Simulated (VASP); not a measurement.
# TaH5 (P6/mmm) in VASP: notebook, part 2 of 2

VASP 6.6.1.

### 4 Relaxation of cell and atoms, PBE

This run uses another cell than the first one, of 9.05 Å³/atom, 1.784 times its volume.

INCAR reads:

```
SYSTEM = TaH5
  PREC = Accurate
  ENCUT = 500
  EDIFF = 1E-7
  ISMEAR = 0
  SIGMA = 0.1
  LREAL = .FALSE.
  LASPH = .TRUE.
  NELM = 120
  ALGO = Normal
  ISIF = 3
  LWAVE = .FALSE.
  LCHARG = .FALSE.
  GGA = PE
  IBRION = 2
  NSW = 90
  EDIFFG = -0.04
  GGA_COMPAT = .FALSE.
  NELMIN = 4
```

KPOINTS reads:

```
Automatic mesh
0
G
  6 6 6
  0 0 0
```

POSCAR reads:

```
TaH5
1.0
    4.2898409500      0.0000000000      0.0000000000
   -2.1449204800      3.7151112500      0.0000000000
    0.0000000000      0.0000000000      3.4074559800
Ta H
1 5
Direct
    0.0000000000      0.0000000000      0.0000000000
    0.0000000000      0.5000000000      0.5000000000
    0.3333333300      0.6666666700      0.0000000000
    0.6666666700      0.3333333300      0.0000000000
    0.5000000000      0.0000000000      0.5000000000
    0.5000000000      0.5000000000      0.5000000000
```

Potentials or basis: VASP PAW PBE potentials, release 64 (Ta_pv, H).

Command:

```console
> cat potpaw_PBE.64/Ta_pv/POTCAR potpaw_PBE.64/H/POTCAR > POTCAR
> mpirun -np 1 vasp_std > vasp.out
```

OUTCAR:

```text
SYSTEM = TaH5
   PREC = Accurate
   ENCUT = 500
   EDIFF = 1E-7
   ISMEAR = 0
   LREAL = .FALSE.
   LASPH = .TRUE.
   NELM = 120
   ISIF = 3
   GGA = PE
   IBRION = 2
   NSW = 90
   EDIFFG = -0.04
   NELMIN = 4

 ion  position               nearest neighbor table
   1  0.000  0.000  0.000-
   2  0.000  0.500  0.500-
   3  0.333  0.667  0.000-
   4  0.667  0.333  0.000-
   5  0.500  0.000  0.500-
   6  0.500  0.500  0.500-

  LATTYP: Found a hexagonal cell.
 ALAT       =     4.2898409500
 C/A-ratio  =     0.7943082319

  Lattice vectors:

 A1 = (   4.2898409500,   0.0000000000,   0.0000000000)
 A2 = (  -2.1449204800,   3.7151112500,   0.0000000000)
[... 173 lines left out ...]
 NGX is ok and might be reduce to    32
   NGX = 15   NGY = 15   NGZ = 13

--------------------------------------- Ionic step        1  -------------------------------------------

 number of electron      16.0000003 magnetization

 Free energy of the ion-electron system (eV)
  ---------------------------------------------------
  ext. energy  EPLUGINS =         0.00000000
  ---------------------------------------------------
  free energy    TOTEN  =       -21.77935334 eV

  energy without entropy =      -21.77292211  energy(sigma->0) =      -21.77613773

 E-fermi :   1.3727     XC(G=0):  -9.7948

 val. band max:        1.3160311233   @ k =   0.1667   0.1667   0.1667
 cond. band min:       1.4869068863   @ k =   0.3333   0.3333   0.5000
 fundamental gap:      0.1708757630
 Fermi energy:         1.3726731867
[... 1008 lines left out ...]
--------------------------------------- Ionic step        8  -------------------------------------------

 number of electron      16.0000000 magnetization

 Free energy of the ion-electron system (eV)
  ---------------------------------------------------
  ext. energy  EPLUGINS =         0.00000000
  ---------------------------------------------------
  free energy    TOTEN  =       -26.11676106 eV

  energy without entropy =      -26.11262478  energy(sigma->0) =      -26.11469292

 E-fermi :   5.5740     XC(G=0): -12.2021

 val. band max:        5.5439831611   @ k =   0.3333   0.3333   0.1667
 cond. band min:       5.8379531564   @ k =   0.3333   0.3333   0.0000
 fundamental gap:      0.2939699952
 Fermi energy:         5.5739689245
[... 393 lines left out ...]
  FREE ENERGIE OF THE ION-ELECTRON SYSTEM (eV)
  ---------------------------------------------------
  free  energy   TOTEN  =       -26.1167610608 eV

  energy  without entropy=      -26.1126247767  energy(sigma->0) =      -26.11469292

 reached required accuracy - stopping structural energy minimisation
```

OSZICAR:

```text
N       E                     dE             d eps       ncg     rms          rms(c)
DAV:   1     0.583974300515E+02    0.58397E+02   -0.79545E+03   688   0.114E+03
DAV:   2    -0.229866029484E+02   -0.81384E+02   -0.78140E+02   776   0.249E+02
DAV:   3    -0.256843752021E+02   -0.26978E+01   -0.26354E+01   860   0.418E+01
[... 81 lines left out ...]
DAV:   3    -0.261167848204E+02    0.60994E-03   -0.11174E-03   840   0.327E-01    0.449E-02
DAV:   4    -0.261167612092E+02    0.23611E-04   -0.11698E-04   800   0.968E-02    0.305E-02
DAV:   5    -0.261167616836E+02   -0.47439E-06   -0.11638E-05   804   0.360E-02    0.923E-03
DAV:   6    -0.261167610180E+02    0.66562E-06   -0.20210E-06   780   0.155E-02    0.152E-03
DAV:   7    -0.261167610608E+02   -0.42859E-07   -0.15152E-07   544   0.357E-03
   8 F= -.26116761E+02 E0= -.26114693E+02  d E =-.117925E-01
```

CONTCAR:

```text
TaH5
   1.00000000000000
     3.4612791841571142    0.0000000011154760    0.0000000000000000
    -1.7306395951468012    2.9975557063408265    0.0000000000000000
    -0.0000000000000000   -0.0000000000000000    2.9465990874287216
  Ta              H
     1     5
Direct
     0.0000000000000000    0.0000000000000000    0.0000000000000000
     0.0000000000000000    0.5000000000000000    0.5000000000000000
     0.3333333300000021    0.6666666699999979    0.0000000000000000
     0.6666666699999979    0.3333333300000021    0.0000000000000000
     0.5000000000000000    0.0000000000000000    0.5000000000000000
     0.5000000000000000    0.5000000000000000    0.5000000000000000

  0.00000000E+00  0.00000000E+00  0.00000000E+00
  0.00000000E+00  0.00000000E+00  0.00000000E+00
  0.00000000E+00  0.00000000E+00  0.00000000E+00
  0.00000000E+00  0.00000000E+00  0.00000000E+00
  0.00000000E+00  0.00000000E+00  0.00000000E+00
  0.00000000E+00  0.00000000E+00  0.00000000E+00
```

It took 2.7 min on 1 thread of Intel Xeon 8259CL, shared host; peak memory 0.19 GiB.

Results:

```yaml
Free_energy: -26.1168 eV
Relaxed_volume: 5.10 Å³/atom
Relaxed_cell: a = 3.461 Å, b = 3.461 Å, c = 2.947 Å, α = 90.00°, β = 90.00°, γ = 120.00°
Space_group_after_relaxing_to_0.05_Å: P6/mmm (No. 191)
Energy_gained_by_relaxing: 722.9 meV/atom
Ionic_steps: 8
Pressure_after_relaxing: -0.8 GPa
Band_gap_on_the_k_mesh: zero (band 8 reaches 6.88 eV, above the bottom of band 9 at 4.81 eV)
```

Stress tensor (GPa, compression positive):
```
-1.17  0.00  0.00
 0.00 -1.17  0.00
 0.00  0.00 -0.06
```

The path:
```csv
step,energy change (eV),largest force (eV/Å),pressure (GPa),volume (Å³)
1,0.0000,0.0000,-35.46,54.31
2,-3.1421,0.0000,-30.63,40.03
3,-4.2373,0.0000,-11.48,32.59
4,-4.3141,0.0000,5.92,29.54
5,-4.3274,0.0000,-0.01,30.42
6,-4.3256,0.0000,2.49,30.03
7,-4.3366,0.0000,0.04,30.43
8,-4.3374,0.0000,-0.80,30.57
```

Final structure:
```yaml
crystal:
  lattice:
    - [3.46128, 0.00000, 0.00000]
    - [-1.73064, 2.99756, 0.00000]
    - [0.00000, 0.00000, 2.94660]
  atoms:
    - { symbol: Ta, position: [0.00000, 0.00000, 0.00000] }
    - { symbol: H, position: [0.00000, 0.50000, 0.50000] }
    - { symbol: H, position: [0.33333, 0.66667, 0.00000] }
    - { symbol: H, position: [0.66667, 0.33333, 0.00000] }
    - { symbol: H, position: [0.50000, 0.00000, 0.50000] }
    - { symbol: H, position: [0.50000, 0.50000, 0.50000] }
```

Levels at points of the mesh, in eV from the Fermi level:
```
           k point  band 5  band 6  band 7  band 8  band 9  band 10  band 11  band 12
(0.00, 0.00, 0.00)   -5.06   -3.73   -3.73   -1.68    2.77     2.77     4.92     6.54
(0.50, 0.00, 0.00)   -9.96   -4.16   -0.93    0.62    1.56     1.68     1.85     2.33
(0.00, 0.00, 0.50)   -9.29   -1.16   -1.16   -0.76   -0.76    -0.47     1.36     1.36
(0.50, 0.00, 0.50)   -7.19   -5.71   -4.69   -3.36    2.17     2.94     5.97     6.51
```

Caveat: the volume moved by over 15 % at a fixed basis, so the end points are rough; spin-orbit coupling is left out, which moves the levels of the heavy elements.

### 5 Overview

| task | cell | gap on the mesh (eV) | pressure (GPa) |
| --- | --- | --- | --- |
| single point | a = 3.452, b = 3.452, c = 2.948 Å, angles 90.0, 90.0, 120.0°, 6 atoms | none | -0.3 |
| single point | a = 4.290, b = 4.290, c = 3.407 Å, angles 90.0, 90.0, 120.0°, 6 atoms | none | -35.5 |
| relaxation of cell and atoms | relaxed from a = 4.290, b = 4.290, c = 3.407 Å, angles 90.0, 90.0, 120.0°, 6 atoms | none | -0.8 |

Alike in all rows: level PBE; potentials or basis VASP PAW PBE potentials, release 64 (Ta_pv, H); no spin polarisation; k mesh 6 × 6 × 6; cutoff (eV) 500; smearing gaussian 0.1 eV.

Caveats: spin-orbit coupling is left out, which moves the levels of the heavy elements; the volume moved by over 15 % at a fixed basis, so the end points are rough (some runs).

Absolute energies hang on the potentials; compare differences alone.
